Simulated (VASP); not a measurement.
Set up this calculation in VASP 6.6.1, as the native input.

| Quantity | Value |
| --- | --- |
| Task | single point |
| Functional | r2SCAN |
| Potentials or basis | VASP PAW PBE potentials, release 64 (C) |
| Cutoff | 520 eV |
| k mesh | 18 × 18 × 4 |
| Occupations | gaussian, width 0.15 eV |
| Spin | no spin polarisation |
| Dipole correction | no |
| Further INCAR settings | ALGO = Normal; EDIFF = 1e-06; NBANDS = 11 |

System: C, a slab with vacuum.

```
C
1.0
     2.45596    0.00000    0.00000
    -1.22798    2.12692    0.00000
     0.00000    0.00000    8.52385
C
2
Direct
  0.31797 0.62618 0.99250
  0.68203 0.37382 0.00750
```

This cell differs from its parent crystal: atoms moved at random.

One way to write it, as run:

POSCAR

```
C
1.0
    2.4559599776      0.0000000000      0.0000000000
   -1.2279799888      2.1269237313      0.0000000000
    0.0000000000      0.0000000000      8.5238458842
C
2
Direct
    0.3179733174      0.6261834771     -0.0075019049
    0.6820266826      0.3738165229      0.0075019049
```

INCAR.step1

```
SYSTEM = C
PREC = Accurate ; ENCUT = 520
ISMEAR = 0 ; SIGMA = 0.15
LREAL = .FALSE. ; LASPH = .TRUE.
NELM = 60 ; NBANDS = 11
GGA = PE ; ALGO = Normal
EDIFF = 1E-4 ; LWAVE = .TRUE.
LCHARG = .FALSE.
```

INCAR.step2

```
SYSTEM = C
PREC = Accurate ; ENCUT = 520
EDIFF = 1E-6 ; ISMEAR = 0
SIGMA = 0.15 ; LREAL = .FALSE.
LASPH = .TRUE. ; NELM = 60
ALGO = Normal ; ISIF = 2
LWAVE = .FALSE. ; LCHARG = .FALSE.
METAGGA = R2SCAN ; LMIXTAU = .TRUE.
NBANDS = 11 ; ISTART = 1
```

KPOINTS

```
Automatic mesh
0
G
  18 18 4
  0 0 0
```

Potentials or basis: VASP PAW PBE potentials, release 64 (C).

Run with:

```bash
$ cat potpaw_PBE.64/C/POTCAR > POTCAR
$ cp INCAR.step1 INCAR
$ mpirun -np 1 vasp_std > vasp.out
$ cp INCAR.step2 INCAR
$ mpirun -np 1 vasp_std > vasp.out
```

It gave:

- Largest force: 7.723 eV/Å
- Band gap on the k mesh: zero (bands 4 and 5 overlap by 0.05 eV)

Caveat: the cell differs from its parent crystal (atoms moved at random); the PAW data sets were made with another functional, which shifts forces and pressure a little.

Wall time 27 min on 1 thread of Intel Xeon 8259CL, on a shared host, peak memory 0.36 GiB.
